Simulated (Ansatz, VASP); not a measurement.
# One calculation of CdO, two programs

```xyz
2
Lattice="0.0000 2.3610 2.3610 2.3610 0.0000 2.3610 2.3610 2.3610 0.0000" Properties=species:S:1:pos:R:3 pbc="T T T"
Cd    0.0000    0.0000    0.0000
O     2.3610    2.3610    2.3610
```

Alike in both runs: task relaxation of cell and atoms; functional LDA; k mesh 16 × 16 × 16; occupations gaussian, width 0.1 eV; no spin polarisation.

|  | VASP | Ansatz |
| --- | --- | --- |
| version | VASP 6.6.1 | Ansatz 0.2.0 |
| potentials or method | VASP PAW LDA potentials, release 64 (Cd, O), cutoff 600 eV | scalar-relativistic, plane waves, PAW |
| valence electrons in the cell | 18 | 26 |

Ansatz gave:

- gap on the k mesh at the Fermi level, each at its own relaxed structure (eV): none
- relaxed volume (Å³/atom): 12.44
- relaxed cell length with the largest relative difference (Å): 3.277

Estimate VASP's values.

gap on the k mesh at the Fermi level, each at its own relaxed structure (eV): none; relaxed volume (Å³/atom): 12.59; relaxed cell length with the largest relative difference (Å): 3.290.

LDA's correlation is that of Perdew and Zunger in VASP and of Perdew and Wang (1992) in Ansatz. A gap of «none» marks a metal or a gap that the smearing closes. VASP's potentials hold 18 valence electrons a cell and Ansatz's 26, so a difference there can come from the potentials and not from the codes.
